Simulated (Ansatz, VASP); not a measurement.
# TePb: VASP beside Ansatz

INCAR

```
  ALGO = Normal
  EDIFF = 1E-6
  ENCUT = 520
  GGA = PS
  ISIF = 2
  ISMEAR = -1
  LASPH = True
  LCHARG = False
  LREAL = False
  LWAVE = False
  NBANDS = 17
  NELM = 80
  PREC = Accurate
  SIGMA = 0.05
```

Contents of KPOINTS:

```
k-points
0
Gamma
  12 12 12
```

POSCAR

```
TePb
1.0
    0.0000000000      2.8329860027      2.8329860027
    2.8329860027      0.0000000000      2.8329860027
    2.8329860027      2.8329860027      0.0000000000
Pb Te
1 1
Direct
    0.0000000000      0.0000000000      0.0000000000
    0.5000000000      0.5000000000      0.5000000000
```

Input for Ansatz:

```yaml
crystal:
  lattice:
    - [0.0, 2.8329860027, 2.8329860027]
    - [2.8329860027, 0.0, 2.8329860027]
    - [2.8329860027, 2.8329860027, 0.0]
  atoms:
    - { symbol: Pb, position: [0.0, 0.0, 0.0] }
    - { symbol: Te, position: [0.5, 0.5, 0.5] }
kpoints:
  mp_grid: { grid: [12, 12, 12] }
scf:
  occupations: { method: fermi_dirac, width: 0.05 }
hamiltonian:
  xc: pbesol
  pseudopotentials: { kind: paw }
output:
  forces: true
  stress: true
  eigenvalues: true
  populations: true
```

Change from the starting cell: volume scaled by 0.68, PAW files.

Alike in both runs: task single point; functional PBEsol; k mesh 12 × 12 × 12; occupations fermi-dirac, width 0.05 eV; no spin polarisation.

```csv
,VASP,Ansatz
version,VASP 6.6.1,Ansatz 0.2.0
potentials or method,"VASP PAW PBE potentials, release 64 (Pb_d, Te)","PAW with Ansatz's default frozen-core files, scalar-relativistic"
plane-wave cutoff (eV),520,420
valence electrons in the cell,20,30
```

```csv
,VASP,Ansatz,Ansatz less VASP
pressure (GPa),41.1,41.1,-0.07
```

VASP's potentials were made for PBE, not for PBEsol. Both programs put the cell under a high pressure, so it lies far from rest at this level. With one functional, cell and mesh, what is left measures potentials, basis and numerics. VASP's potentials hold 20 valence electrons a cell and Ansatz's 30, so a difference there can come from the potentials and not from the codes.

Neither program's run includes spin-orbit coupling.
